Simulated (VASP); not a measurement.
Set up this calculation in VASP 6.6.1, as the native input.

```yaml
Task: single point
Functional: PBE
Potentials_or_basis: VASP PAW PBE potentials, release 64 (Zn, O)
Cutoff: 520 eV
k_mesh: 6 × 6 × 2
Occupations: gaussian, width 0.1 eV
Spin: no spin polarisation
Dipole_correction: no
Further_INCAR_settings: ALGO = Normal; EDIFF = 1e-07; NBANDS = 46
```

The structure of ZnO lies in POSCAR:

```
ZnO
1.0
    2.8629880900      0.0000000000      0.0000000000
   -1.4314940500      2.4794204200      0.0000000000
    0.0000000000      0.0000000000      9.3741897800
Zn O
4 4
Direct
    0.6666666700      0.3333333300      0.8440196800
    0.3333333300      0.6666666700      0.3440196800
    0.0000000000      0.0000000000      0.5940721300
    0.0000000000      0.0000000000      0.0940721300
    0.6666666700      0.3333333300      0.6559803200
    0.3333333300      0.6666666700      0.1559803200
    0.0000000000      0.0000000000      0.4059278700
    0.0000000000      0.0000000000      0.9059278700
```

One way to write it, as run:

INCAR

```
SYSTEM = ZnO
ALGO = Normal ; EDIFF = 1E-7
ENCUT = 520 ; GGA = PE
ISIF = 2 ; ISMEAR = 0
LASPH = .True. ; LCHARG = .False.
LREAL = .False. ; LWAVE = .False.
NBANDS = 46 ; NELM = 60
PREC = Accurate ; SIGMA = 0.1
```

KPOINTS

```
k-points
0
Gamma
  6 6 2
  0 0 0
```

Potentials or basis: VASP PAW PBE potentials, release 64 (Zn, O).

Command:

```console
$ cat potpaw_PBE.64/Zn/POTCAR potpaw_PBE.64/O/POTCAR > POTCAR
$ mpirun -np 1 vasp_std > vasp.out
```

Results of the run:

The pressure is 125.1 GPa, the largest force is 0.348 eV/Å and the band gap on the k mesh is 1.20 eV, direct.

Caveat: the k points lie up to 0.42 Å⁻¹ apart.

It took 58 s on 1 thread of Intel Xeon 6975P-C, with other jobs on the host, peak memory 0.2 GiB.
